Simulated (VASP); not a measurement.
**CO2: single point with PBEsol**

CO2:

```xyz
6
Lattice="3.5440 0.0000 0.0000 0.0000 3.5440 0.0000 0.0000 0.0000 4.0400" Properties=species:S:1:pos:R:3 pbc="T T T"
C     0.0000    0.0000    0.0000
C     1.7720    1.7720    2.0200
O     0.8192    0.8192    0.0000
O     0.9527    2.5912    2.0200
O     2.7247    2.7247    0.0000
O     2.5912    0.9527    2.0200
```

| Quantity | Value |
| --- | --- |
| Program | VASP 6.6.1 |
| Task | single point |
| Functional | PBEsol |
| Potentials or basis | VASP PAW PBE potentials, release 64 (C, O) |
| Cutoff | 520 eV |
| k mesh | 5 × 5 × 4 |
| Occupations | gaussian, width 0.01 eV |
| Spin | no spin polarisation |
| Dipole correction | no |
| Further INCAR settings | ALGO = Normal; EDIFF = 1e-06; NBANDS = 25 |

The pressure is 26.4 GPa, the largest force is 0.740 eV/Å and the band gap on the k mesh is 5.67 eV, indirect (least direct gap 6.56 eV).

Forces on the atoms (eV/Å):
```
C    0.000  0.000  0.000
C    0.000  0.000  0.000
O    0.523  0.523  0.000
O   -0.523  0.523  0.000
O   -0.523 -0.523  0.000
O    0.523 -0.523  0.000
```

Stress tensor (GPa, compression positive):
```
28.28  0.00  0.00
 0.00 28.28  0.00
 0.00  0.00 22.67
```

Levels at points of the mesh, in eV from the valence-band top:
```tsv
k point	band 14	band 15	band 16	band 17	band 18	band 19
(0.00, 0.00, 0.00)	-1.64	-1.26	-1.26	5.67	6.45	6.45
(0.00, 0.00, 0.50)	-2.77	-1.14	-1.14	7.05	7.05	7.31
```

Wall time 25 s on 1 thread of Intel(R) Xeon(R) Platinum 8259CL CPU @ 2.50GHz (Skylake/Cascade Lake), on a shared host, peak memory 0.16 GiB.

Caveat: the PAW data sets were made with another functional, which shifts forces and pressure a little. A k mesh can miss the band edges.
